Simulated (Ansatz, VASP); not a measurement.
# Al3B2P5 in VASP and in Ansatz

```
CELL_PARAMETERS angstrom
-1.78613 1.78613 13.29378
1.78613 -1.78613 13.29378
1.78613 1.78613 -13.29378
ATOMIC_POSITIONS crystal
Al 0.80547 0.80547 0.00000
Al 0.00000 0.00000 0.00000
Al 0.19453 0.19453 0.00000
B 0.40285 0.40285 0.00000
B 0.59715 0.59715 0.00000
P 0.36215 0.86215 0.50000
P 0.94346 0.44346 0.50000
P 0.55654 0.05654 0.50000
P 0.13785 0.63785 0.50000
P 0.75000 0.25000 0.50000
```

Alike in both runs: functional PBE; k mesh 6 × 6 × 6; occupations gaussian, width 0.1 eV; no spin polarisation.

Ansatz relaxed the structure, and its values are those at the end. VASP's run is a single point on that final structure, the one shown.

|  | VASP | Ansatz |
| --- | --- | --- |
| version | VASP 6.6.1 | Ansatz 0.2.0 |
| potentials or method | VASP PAW PBE potentials, release 64 (Al, B, P), cutoff 520 eV | scalar-relativistic, plane waves, PAW |
| valence electrons in the cell | 40 | 40 |

Ansatz gave:

- gap on the k mesh at the Fermi level (eV): 0.83
- least direct gap on the mesh (eV): 0.88
- pressure (GPa): 0.1
- rms of the force components (eV/Å): 0.008

Q: Estimate VASP's values.

A: gap on the k mesh at the Fermi level (eV): 0.82; least direct gap on the mesh (eV): 0.88; pressure (GPa): 0.0; rms of the force components (eV/Å): 0.008.

With one functional, cell and mesh, what is left measures potentials, basis and numerics.
